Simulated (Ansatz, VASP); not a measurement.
**MnHg in VASP and in Ansatz**

Contents of INCAR:

```
SYSTEM = MnHg
ALGO = Normal
EDIFF = 1E-7
ENCUT = 520
GGA = PE
ISIF = 2
ISMEAR = -1
ISPIN = 2
LASPH = .True.
LCHARG = .False.
LMAXMIX = 4
LORBIT = 11
LREAL = .False.
LWAVE = .False.
MAGMOM = 2.8 0
NBANDS = 24
NELM = 150
PREC = Accurate
SIGMA = 0.1
```

KPOINTS

```
k-points
0
Gamma
  9 9 9
  0 0 0
```

The input POSCAR:

```
MnHg
1.0
    3.3629963924      0.0000000000      0.0000000000
    0.0000000000      3.3629963924      0.0000000000
    0.0000000000      0.0000000000      3.3885666204
Mn Hg
1 1
Direct
    0.5000000000      0.5000000000      0.5000000000
    0.0000000000      0.0000000000      0.0000000000
```

Input for Ansatz:

```yaml
crystal:
  lattice:
    - [3.3629963923786796, 0.0, 0.0]
    - [0.0, 3.3629963923786796, 0.0]
    - [0.0, 0.0, 3.388566620422922]
  atoms:
    - { symbol: Mn, position: [0.5, 0.5, 0.5], spin: 2.8 }
    - { symbol: Hg, position: [0.0, 0.0, 0.0] }
basis:
  ecutwfc: 510.0
kpoints:
  mp_grid:
    grid: [9, 9, 9]
hamiltonian:
  xc: pbe
magnetization:
  spin_polarized: true
scf:
  occupations:
    method: fermi_dirac
output:
  stress: true
```

Alike in both runs: task single point; functional PBE; k mesh 9 × 9 × 9; collinear spin.

|  | VASP | Ansatz |
| --- | --- | --- |
| version | VASP 6.6.1 | Ansatz 0.2.0 |
| potentials or method | VASP PAW PBE potentials, release 64 (Mn_pv, Hg), cutoff 520 eV | plane waves, PAW |
| occupations | fermi-dirac, width 0.1 eV | fermi-dirac |
| valence electrons in the cell | 25 | 35 |

Ansatz gave:

- pressure (GPa): -3.0
- net moment per atom (μB): 1.99
- size of the moment on the site where the two differ most (μB): 3.96

Task: Which values does VASP return?

Result: Pressure (GPa): -2.6; net moment per atom (μB): 2.00; size of the moment on the site where the two differ most (μB): 3.89.

Site moments also hang on the region over which each program counts them. VASP's potentials hold 25 valence electrons a cell and Ansatz's 35, so a difference there can come from the potentials and not from the codes.

Neither program's run includes spin-orbit coupling.
